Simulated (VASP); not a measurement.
# Ge (Cmmm) in VASP: further runs, part 2 of 2

VASP 6.6.1. The steps go on from the part before.

### Step 5. Single point, PBEsol (strain +0.0875 x Voigt [1, 1, 0, 0, 0, 0])

Input file INCAR:

```
PREC = Accurate ; ENCUT = 520
EDIFF = 1E-6 ; ISMEAR = 0
SIGMA = 0.15 ; LREAL = F
LASPH = T ; NELM = 100
ALGO = Normal ; ISIF = 2
LWAVE = F ; LCHARG = T
GGA = PS ; LELF = T
LVHAR = T ; NBANDS = 13
```

Input file KPOINTS:

```
Automatic mesh
0
Gamma
  20 20 18
```

Input file POSCAR:

```
Ge
1.0
    1.5193995375     -2.8280611500      0.0000000000
    1.5193995375      2.8280611500      0.0000000000
    0.0000000000      0.0000000000      2.6982310000
Ge
1
Direct
    0.5000000000      0.5000000000      0.0000000000
```

Potentials or basis: VASP PAW PBE potentials, release 64 (Ge_d).

Launch:

```sh
> cat potpaw_PBE.64/Ge_d/POTCAR > POTCAR
> mpirun -np 1 vasp_std > vasp.out
```

OUTCAR:

```text
PREC = Accurate
   ENCUT = 520
   EDIFF = 1E-6
   ISMEAR = 0
   LREAL = F
   LASPH = T
   NELM = 100
   ISIF = 2
   GGA = PS

 ion  position               nearest neighbor table
   1  0.500  0.500  0.000-

  LATTYP: Found a base centered orthorhombic cell.
 ALAT       =     3.0387990750
 B/A-ratio  =     1.8613018368
 C/A-ratio  =     0.8879267544

  Lattice vectors:

 A1 = (   1.5193995375,  -2.8280611500,   0.0000000000)
 A2 = (   1.5193995375,   2.8280611500,   0.0000000000)
 A3 = (   0.0000000000,   0.0000000000,   2.6982310000)

Analysis of symmetry for initial positions (statically):
=====================================================================
 Subroutine PRICEL returns:
 Original cell was already a primitive cell.

 Routine SETGRP: Setting up the symmetry group for a
 base centered orthorhombic supercell.

 Subroutine GETGRP returns: Found  8 space group operations
 (whereof  8 operations were pure point group operations)
 out of a pool of  8 trial point group operations.

The static configuration has the point symmetry D_2h.

Analysis of symmetry for dynamics (positions and initial velocities):
=====================================================================
 Subroutine PRICEL returns:
 Original cell was already a primitive cell.

 Routine SETGRP: Setting up the symmetry group for a
 base centered orthorhombic supercell.

 Subroutine GETGRP returns: Found  8 space group operations
 (whereof  8 operations were pure point group operations)
 out of a pool of  8 trial point group operations.

The dynamic configuration has the point symmetry D_2h.

 Subroutine INISYM returns: Found  8 space group operations
 (whereof  8 operations are pure point group operations),
 and found     1 'primitive' translations

[... 116 lines left out ...]
   LORBIT       =      0    0 simple, 1 ext, 2 COOP (PROOUT), +10 PAW based schemes
   GGA     = PS    functional components
   LHFCALC =     F    Hartree Fock is set to
   AEXX    =    0.0000 exact exchange contribution
   IVDW    =     0    specifies the selected vdW correction
   LEPSILON=     F    determine dielectric tensor
   LRPA    =     F    only Hartree local field effects (RPA)
 non-spin polarized calculation
 Gauss-broadening in eV      SIGMA  =   0.15
  energy-cutoff  :      520.00
  volume of cell :       23.19
 maximum number of plane-waves:       644
   NGX = 11   NGY = 11   NGZ = 11

 number of electron      13.9999983 magnetization

 Free energy of the ion-electron system (eV)
  ---------------------------------------------------
  ext. energy  EPLUGINS =         0.00000000
  ---------------------------------------------------
  free energy    TOTEN  =        -4.52910486 eV

  energy without entropy =       -4.52285194  energy(sigma->0) =       -4.52597840

 E-fermi :   4.4533     XC(G=0): -10.3764

 val. band max:        4.4476556830   @ k =   0.3000   0.2000   0.3889
 cond. band min:       4.4551775531   @ k =   0.1000   0.0500   0.2778
 fundamental gap:      0.0075218700
 Fermi energy:         4.4533175516

 k-point     1 :       0.0000    0.0000    0.0000
  band No.  band energies     occupation
      1     -20.1763      2.00000
      2     -20.1121      2.00000
      3     -20.0875      2.00000
      4     -20.0046      2.00000
      5     -19.9891      2.00000
      6      -7.2009      2.00000
      7       9.4678      0.00000
      8      10.5825      0.00000
      9      12.1649      0.00000
     10      14.0458      0.00000
     11      15.7857      0.00000
     12      17.1027      0.00000
     13      17.4357      0.00000
[... 354 lines left out ...]
  band No.  band energies     occupation
      1     -20.1599      2.00000
      2     -20.0972      2.00000
      3     -20.0612      2.00000
      4     -20.0114      2.00000
      5     -20.0014      2.00000
      6      -5.2426      2.00000
      7       2.8632      2.00000
      8       6.7951      0.00000
      9      12.2249      0.00000
     10      13.7974      0.00000
     11      18.2641      0.00000
     12      22.3313      0.00000
     13      22.8543      0.00000

 [... further k-points ...]

------------------------ aborting loop because EDIFF is reached ----------------------------------------

  FORCE on cell =-STRESS in cart. coord.  units (eV):
  Direction    XX          YY          ZZ          XY          YZ          ZX
  --------------------------------------------------------------------------------------
  -------------------------------------------------------------------------------------
  Total       -1.7650484     -1.8202953     -0.7521233      0.0000000      0.0000000      0.0000000
  in kB     -121.9543456   -125.7715812    -51.9672471      0.0000000      0.0000000      0.0000000
  external PRESSURE =     -99.8977246 kB  Pullay stress =       0.0000000 kB

 VOLUME and BASIS-vectors are now :
 -----------------------------------------------------------------------------
  energy-cutoff  :      520.00
  volume of cell :       23.19
      direct lattice vectors                 reciprocal lattice vectors
     1.519399538 -2.828061150  0.000000000     0.329077368 -0.176799572  0.000000000
     1.519399538  2.828061150  0.000000000     0.329077368  0.176799572  0.000000000
     0.000000000  0.000000000  2.698231000     0.000000000  0.000000000  0.370613191

 POSITION                                       TOTAL-FORCE (eV/Angst)
 -----------------------------------------------------------------------------------
      1.51940      0.00000      0.00000        -0.000000      0.000000      0.000000
 -----------------------------------------------------------------------------------
    total drift:                               -0.000000     -0.000000     -0.000000

  FREE ENERGIE OF THE ION-ELECTRON SYSTEM (eV)
  ---------------------------------------------------
  free  energy   TOTEN  =        -4.5291048607 eV

  energy  without entropy=       -4.5228519402  energy(sigma->0) =       -4.52597840
```

OSZICAR:

```text
N       E                     dE             d eps       ncg     rms          rms(c)
DAV:   1     0.650845012678E+02    0.65085E+02   -0.72806E+03 30850   0.278E+03
DAV:   2     0.191742505801E+01   -0.63167E+02   -0.60521E+02 30860   0.411E+02
DAV:   3    -0.443798553487E+01   -0.63554E+01   -0.63289E+01 33268   0.762E+01
DAV:   4    -0.454677223364E+01   -0.10879E+00   -0.10877E+00 33110   0.108E+01
DAV:   5    -0.454809202638E+01   -0.13198E-02   -0.13198E-02 33900   0.136E+00    0.111E+00
DAV:   6    -0.453382888264E+01    0.14263E-01   -0.13335E-02 36200   0.237E+00    0.603E-01
DAV:   7    -0.452925732501E+01    0.45716E-02   -0.85121E-03 37321   0.157E+00    0.807E-02
DAV:   8    -0.452910334703E+01    0.15398E-03   -0.81696E-04 34910   0.584E-01    0.241E-02
DAV:   9    -0.452910457332E+01   -0.12263E-05   -0.14918E-05 32445   0.402E-02    0.632E-03
DAV:  10    -0.452910486068E+01   -0.28736E-06   -0.85503E-07 26986   0.927E-03
   1 F= -.45291049E+01 E0= -.45259784E+01  d E =-.625292E-02
```

Run time: 53 s. Hardware: 1 thread of Intel Xeon 6975P-C (Granite Rapids), shared host; peak memory 0.4 GiB.

Results:

* Free energy: -4.5291 eV
* Pressure: -10.0 GPa
* Band gap on the k mesh: zero (bands 7 and 8 overlap by 7.50 eV)

Caveat: the cell differs from its parent crystal (strain +0.0875 x Voigt [1, 1, 0, 0, 0, 0]); the cell stands under tension; the PAW data sets were made with another functional, which shifts forces and pressure a little.

### Step 6. The runs side by side

```csv
cell,gap on the mesh (eV),pressure (GPa)
"a = 3.026, b = 3.026, c = 2.698 Å, angles 90.0, 90.0, 123.5°, 1 atom",none,-6.7
"a = 3.100, b = 3.100, c = 2.698 Å, angles 90.0, 90.0, 123.5°, 1 atom",none,-8.4
"a = 3.173, b = 3.173, c = 2.698 Å, angles 90.0, 90.0, 123.5°, 1 atom",none,-9.6
"a = 3.210, b = 3.210, c = 2.698 Å, angles 90.0, 90.0, 123.5°, 1 atom",none,-10.0
```

Alike in all rows: task single point; level PBEsol; potentials or basis VASP PAW PBE potentials, release 64 (Ge_d); no spin polarisation; k mesh 20 × 20 × 18; cutoff (eV) 520; smearing gaussian 0.15 eV.

Caveats: the cell stands under tension; the PAW data sets were made with another functional, which shifts forces and pressure a little.

Absolute energies hang on the potentials; compare differences alone.
